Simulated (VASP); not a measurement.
Write the native input for VASP 6.6.1 that does the following.

```yaml
Task: electric field gradients
Functional: PBE
Potentials_or_basis: VASP PAW PBE potentials, release 64 (Zn, S)
Cutoff: 400 eV
k_mesh: 8 × 8 × 5
Occupations: fermi-dirac, width 0.03 eV
Spin: no spin polarisation
Dipole_correction: no
Further_INCAR_settings: ALGO = Normal; EDIFF = 1e-08; NBANDS = 26
```

The structure of ZnS lies in POSCAR:

```
ZnS
1.0
    3.7347788060      0.0000000000      0.0000000000
   -1.8673894030      3.2344133234      0.0000000000
    0.0000000000      0.0000000000      6.2340000000
Zn S
2 2
Direct
    0.3333333333      0.6666666667      0.0000000000
    0.6666666667      0.3333333333      0.5000000000
    0.3333333333      0.6666666667      0.3850000000
    0.6666666667      0.3333333333      0.8850000000
```

This cell differs from its parent crystal: equal xx and yy strain of -2 %.

The input as run:

INCAR

```
PREC     = Accurate       # precision mode
ENCUT    = 400            # plane-wave cutoff, eV
EDIFF    = 1E-8           # SCF threshold, eV
ISMEAR   = -1             # smearing method
SIGMA    = 0.03           # smearing width, eV
LREAL    = False          # projectors in reciprocal space
LASPH    = True           # aspherical terms in the spheres
NELM     = 120            # most SCF steps
ALGO     = Normal         # electronic algorithm
ISIF     = 2              # what is computed and relaxed
LWAVE    = False          # write WAVECAR
LCHARG   = False          # write CHGCAR
GGA      = PE             # functional
LEFG     = True         
NBANDS   = 26             # bands
GGA_COMPAT= False
```

KPOINTS

```
regular mesh
0
Gamma
  8 8 5
```

Potentials or basis: VASP PAW PBE potentials, release 64 (Zn, S).

Launch:

```sh
$ cat potpaw_PBE.64/Zn/POTCAR potpaw_PBE.64/S/POTCAR > POTCAR
$ mpirun -np 1 vasp_std > vasp.out
```

Results of the run:

```yaml
Pressure: 6.0 GPa
Largest_force: 0.500 eV/Å
Band_gap_on_the_k_mesh: 2.40 eV
Largest_electric_field_gradient_by_atom: Zn +29.4; S -0.9 V/Å²
```

Caveat: the cell differs from its parent crystal (equal xx and yy strain of -2 %); the stress differs along the axes, from 2 to 8 GPa; without QUAD_EFG the Cq values of the log hold for a quadrupole moment of 1 mb, not for the nuclei.

Run time: 28 s on 1 thread of Intel Xeon 8259CL, with other jobs on the host, peak memory 0.18 GiB.
